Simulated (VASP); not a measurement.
# FeO in VASP: a series of runs, part 2 of 2

VASP 6.6.1. The steps go on from the part before.

## 4. Single point, PBE, collinear spin, ferromagnetic start

This run uses another cell than the first one, of 10.30 Å³/atom.

Input file INCAR:

```
SYSTEM = FeO
  PREC = Accurate
  ENCUT = 520
  EDIFF = 1E-6
  ISMEAR = 0
  SIGMA = 0.05
  LREAL = .FALSE.
  LASPH = .TRUE.
  NELM = 150
  ALGO = Normal
  ISIF = 2
  LWAVE = .FALSE.
  LCHARG = .FALSE.
  ISPIN = 2
  MAGMOM = 3.79 0
  LORBIT = 11
  LMAXMIX = 4
  GGA = PE
  NBANDS = 18
```

Input file KPOINTS:

```
regular mesh
0
G
  14 14 14
  0 0 0
```

Input file POSCAR:

```
FeO
1.0
    0.0000000000      2.2188867655      2.1542589956
    2.1542589956      0.0000000000      2.1542589956
    2.1542589956      2.2188867655      0.0000000000
Fe O
1 1
Direct
    0.0000000000      0.0000000000      0.0000000000
    0.5000000000      0.5000000000      0.5000000000
```

Command:

```bash
> cat potpaw_PBE.64/Fe/POTCAR potpaw_PBE.64/O/POTCAR > POTCAR
> mpirun -np 1 vasp_std > vasp.out
```

Wall time 65 s (1 thread of Intel Xeon 6975P-C (Granite Rapids), shared host); peak memory 0.26 GiB.

Results (log left out):

- Free energy: -14.9192 eV
- Pressure: -4.9 GPa
- Band gap on the k mesh: zero (filled and empty bands overlap)
- Net moment: 4.00 μB per cell
- Site moments: Fe +3.62; O +0.30 μB
- Valence electrons inside the program's atomic spheres: Fe 6.69; O 4.98

Stress tensor (GPa, compression positive):
```
-4.02  0.00  0.00
 0.00 -6.59  0.00
 0.00  0.00 -4.02
```

Levels at points of the mesh, in eV from the Fermi level:
Spin up:
```tsv
k point	band 5	band 6	band 7	band 8	band 9	band 10	band 11	band 12	band 13	band 14
(0.00, 0.00, 0.00)	-3.73	-3.73	-3.73	-3.66	-3.63	-0.05	15.38	16.78	16.82	16.82
(0.50, 0.00, 0.00)	-3.09	-3.07	-2.52	-0.55	-0.30	4.01	8.20	12.04	12.68	19.08
(0.50, 0.50, 0.00)	-4.69	-3.32	-2.85	-2.84	-2.81	5.09	8.68	10.51	14.01	14.52
(0.50, 0.00, 0.50)	-4.72	-3.31	-2.91	-2.82	-2.82	5.07	8.30	10.87	14.61	14.61
```
Spin down:
| k point | band 3 | band 4 | band 5 | band 6 | band 7 | band 8 |
| --- | --- | --- | --- | --- | --- | --- |
| (0.00, 0.00, 0.00) | -3.19 | -3.09 | -0.77 | -0.66 | -0.66 | 0.08 |
| (0.50, 0.00, 0.00) | -5.02 | -4.96 | 0.33 | 0.41 | 0.57 | 2.55 |
| (0.50, 0.50, 0.00) | -4.43 | -4.22 | -2.02 | 0.64 | 0.72 | 0.76 |
| (0.50, 0.00, 0.50) | -4.24 | -4.24 | -1.98 | 0.68 | 0.68 | 0.69 |

Caveat: the cell stands under tension; a cell with one magnetic atom can't hold antiferromagnetic order, which such compounds often take; semilocal functionals often make such compounds metallic where correlation or magnetic order opens a gap, which also shifts bond lengths. With open d or f shells a metallic result of PBE can be an artefact of self-interaction; +U or a hybrid may open a gap.

## 5. Single point, PBE, collinear spin, ferromagnetic start

This run uses another cell than the first one, of 10.00 Å³/atom.

Input file INCAR:

```
SYSTEM = FeO
PREC = Accurate ; ENCUT = 520
EDIFF = 1E-7 ; ISMEAR = 0
SIGMA = 0.05 ; LREAL = .False.
LASPH = .True. ; NELM = 150
ALGO = Normal ; ISIF = 2
LWAVE = .False. ; LCHARG = .True.
ISPIN = 2 ; MAGMOM = 3.79 0
LORBIT = 11 ; LMAXMIX = 4
GGA = PE ; LELF = .True.
LVHAR = .True. ; NBANDS = 18
```

Input file KPOINTS:

```
Automatic mesh
0
Gamma
  14 14 14
  0 0 0
```

Input file POSCAR:

```
FeO
1.0
   -0.0107712950      2.1542589956      2.1542589956
    2.1434877006      0.0000000000      2.1434877006
    2.1542589956      2.1542589956     -0.0107712950
Fe O
1 1
Direct
    0.0000000000      0.0000000000      0.0000000000
    0.5000000000      0.5000000000      0.5000000000
```

Command:

```bash
> cat potpaw_PBE.64/Fe/POTCAR potpaw_PBE.64/O/POTCAR > POTCAR
> mpirun -np 1 vasp_std > vasp.out
```

It took 2.5 min on 1 thread of Intel Xeon 6975P-C (Granite Rapids), shared host; peak memory 0.33 GiB.

Results (log left out):

```
Free energy                                           : -14.9310 eV
Pressure                                              : 0.1 GPa
Band gap on the k mesh                                : zero (filled and empty bands overlap)
Net moment                                            : 4.00 μB per cell
Site moments                                          : Fe +3.62; O +0.30 μB
Valence electrons inside the program's atomic spheres : Fe 6.73; O 5.00
```

Stress tensor (GPa, compression positive):
```
0.06 0.00 0.35
0.00 0.06 0.00
0.35 0.00 0.06
```

Levels at points of the mesh, in eV from the Fermi level:
Spin up:
| k point | band 7 | band 8 | band 9 | band 10 | band 11 | band 12 |
| --- | --- | --- | --- | --- | --- | --- |
| (0.00, 0.00, 0.00) | -3.77 | -3.68 | -3.68 | 0.10 | 15.48 | 16.92 |
| (0.50, 0.00, 0.00) | -2.51 | -0.35 | -0.33 | 4.12 | 8.43 | 12.59 |
| (0.00, 0.50, 0.00) | -2.48 | -0.33 | -0.32 | 4.07 | 8.55 | 12.45 |
| (0.50, 0.50, 0.00) | -2.80 | -2.79 | -2.79 | 5.30 | 8.76 | 10.78 |
| (0.50, 0.00, 0.50) | -2.80 | -2.79 | -2.79 | 5.30 | 8.76 | 10.78 |
Spin down:
| k point | band 1 | band 2 | band 3 | band 4 | band 5 | band 6 | band 7 | band 8 | band 9 | band 10 |
| --- | --- | --- | --- | --- | --- | --- | --- | --- | --- | --- |
| (0.00, 0.00, 0.00) | -20.20 | -3.27 | -3.24 | -3.21 | -0.76 | -0.74 | -0.71 | 0.19 | 0.19 | 0.90 |
| (0.50, 0.00, 0.00) | -19.02 | -8.01 | -5.15 | -5.10 | 0.37 | 0.40 | 0.59 | 2.77 | 2.79 | 4.61 |
| (0.00, 0.50, 0.00) | -19.00 | -7.98 | -5.19 | -5.15 | 0.39 | 0.41 | 0.61 | 2.79 | 2.81 | 4.55 |
| (0.50, 0.50, 0.00) | -19.00 | -6.88 | -4.41 | -4.41 | -2.11 | 0.72 | 0.74 | 0.75 | 1.14 | 6.65 |
| (0.50, 0.00, 0.50) | -19.00 | -6.88 | -4.47 | -4.36 | -2.11 | 0.74 | 0.74 | 0.74 | 1.15 | 6.64 |

Caveat: a cell with one magnetic atom can't hold antiferromagnetic order, which such compounds often take; semilocal functionals often make such compounds metallic where correlation or magnetic order opens a gap, which also shifts bond lengths. With open d or f shells a metallic result of PBE can be an artefact of self-interaction; +U or a hybrid may open a gap.

## 6. Single point, PBE, collinear spin, ferromagnetic start (atoms moved at random and the cell strained at random)

Input file INCAR:

```
PREC = Accurate
ENCUT = 520
EDIFF = 1E-7
ISMEAR = 0
SIGMA = 0.05
LREAL = False
LASPH = True
NELM = 150
ALGO = Fast
ISIF = 2
LWAVE = False
LCHARG = False
ISPIN = 2
MAGMOM = 3.79 0
LORBIT = 11
LMAXMIX = 4
GGA = PE
NBANDS = 18
```

Input file KPOINTS:

```
Automatic mesh
0
Gamma
  14 14 14
```

Input file POSCAR:

```
FeO
1.0
    0.0312368011      2.1219209579      2.1284921675
    2.1514051234      0.0161059632      2.1436230054
    2.2069590164      2.1926056887     -0.0394479297
Fe O
1 1
Direct
    0.0008107185     -0.0054817305     -0.0086141501
    0.4991892815      0.5054817305      0.5086141501
```

Potentials or basis: VASP PAW PBE potentials, release 64 (Fe, O).

Command:

```bash
> cat potpaw_PBE.64/Fe/POTCAR potpaw_PBE.64/O/POTCAR > POTCAR
> mpirun -np 1 vasp_std > vasp.out
```

Wall time 29 min (1 thread of Oxide Virtual Turin-like, shared host); peak memory 0.73 GiB.

It converged, with:

```
Free energy                                           : -14.9181 eV
Pressure                                              : 0.1 GPa
Largest force                                         : 0.225 eV/Å
Band gap on the k mesh                                : zero (filled and empty bands overlap)
Net moment                                            : 4.00 μB per cell
Site moments                                          : Fe +3.62; O +0.30 μB
Valence electrons inside the program's atomic spheres : Fe 6.74; O 4.99
```

Forces on the atoms (eV/Å):
```
Fe   0.182  0.123  0.047
O   -0.182 -0.123 -0.047
```

Stress tensor (GPa, compression positive):
```
 0.27 -1.47  0.25
-1.47  0.37  0.80
 0.25  0.80 -0.39
```

Levels at points of the mesh, in eV from the Fermi level:
Spin up:
```tsv
k point	band 6	band 7	band 8	band 9	band 10	band 11	band 12	band 13
(0.00, 0.00, 0.00)	-3.75	-3.49	-3.46	-3.23	0.10	15.40	16.40	17.17
(0.50, 0.00, 0.00)	-2.97	-2.41	-0.38	-0.27	3.99	8.76	12.07	12.42
(0.00, 0.50, 0.00)	-2.98	-2.44	-0.36	-0.32	4.05	8.60	12.15	12.75
(0.50, 0.50, 0.00)	-3.21	-2.81	-2.79	-2.78	5.25	8.75	10.79	14.38
(0.00, 0.00, 0.50)	-3.07	-2.59	-0.41	-0.37	4.35	8.03	12.97	13.31
(0.50, 0.00, 0.50)	-3.24	-2.81	-2.78	-2.78	5.29	8.77	10.71	14.63
(0.00, 0.50, 0.50)	-3.26	-2.82	-2.79	-2.77	5.26	8.73	10.83	14.52
(0.50, 0.50, 0.50)	-2.99	-2.47	-0.37	-0.28	4.12	8.42	12.35	12.92
```
Spin down:
| k point | band 3 | band 4 | band 5 | band 6 | band 7 | band 8 |
| --- | --- | --- | --- | --- | --- | --- |
| (0.00, 0.00, 0.00) | -3.23 | -3.13 | -0.84 | -0.67 | -0.59 | 0.23 |
| (0.50, 0.00, 0.00) | -5.33 | -5.11 | 0.32 | 0.51 | 0.70 | 2.71 |
| (0.00, 0.50, 0.00) | -5.29 | -5.03 | 0.29 | 0.47 | 0.70 | 2.75 |
| (0.50, 0.50, 0.00) | -4.64 | -4.20 | -2.04 | 0.72 | 0.74 | 0.79 |
| (0.00, 0.00, 0.50) | -5.00 | -4.90 | 0.30 | 0.37 | 0.54 | 2.66 |
| (0.50, 0.00, 0.50) | -4.48 | -4.38 | -2.04 | 0.70 | 0.74 | 0.81 |
| (0.00, 0.50, 0.50) | -4.52 | -4.26 | -2.07 | 0.70 | 0.73 | 0.79 |
| (0.50, 0.50, 0.50) | -5.26 | -4.98 | 0.25 | 0.48 | 0.68 | 2.73 |

Caveat: the cell differs from its parent crystal (atoms moved at random and the cell strained at random); a cell with one magnetic atom can't hold antiferromagnetic order, which such compounds often take; semilocal functionals often make such compounds metallic where correlation or magnetic order opens a gap, which also shifts bond lengths.

## 7. Overview

```csv
cell,gap on the mesh (eV),pressure (GPa),moment (μB),largest force (eV/Å)
"a = 3.145 Å, angles 60.0°, 2 atoms, atomic positions A",none,-14.3,4.00,-
"a = 3.047 Å, angles 60.0°, 2 atoms, atomic positions B",none,1.3,4.00,0.42
"a = 3.093, b = 3.047 Å, angles 60.5, 59.0, 60.5°, 2 atoms, atomic positions A",none,-4.9,4.00,-
"a = 3.047, b = 3.031 Å, angles 60.2, 60.3, 60.2°, 2 atoms, atomic positions A",none,0.1,4.00,-
"a = 3.006, b = 3.037, c = 3.111 Å, angles 60.2, 60.3, 59.3°, 2 atoms, atomic positions C",none,0.1,4.00,0.22
```

Alike in all rows: task single point; level PBE; potentials or basis VASP PAW PBE potentials, release 64 (Fe, O); spin collinear, ferromagnetic start; k mesh 14 × 14 × 14; cutoff (eV) 520; smearing gaussian 0.05 eV.

Caveats: a cell with one magnetic atom can't hold antiferromagnetic order, which such compounds often take; semilocal functionals often make such compounds metallic where correlation or magnetic order opens a gap, which also shifts bond lengths; the cell stands under tension (at least some runs).

Absolute energies hang on the potentials; compare differences alone.
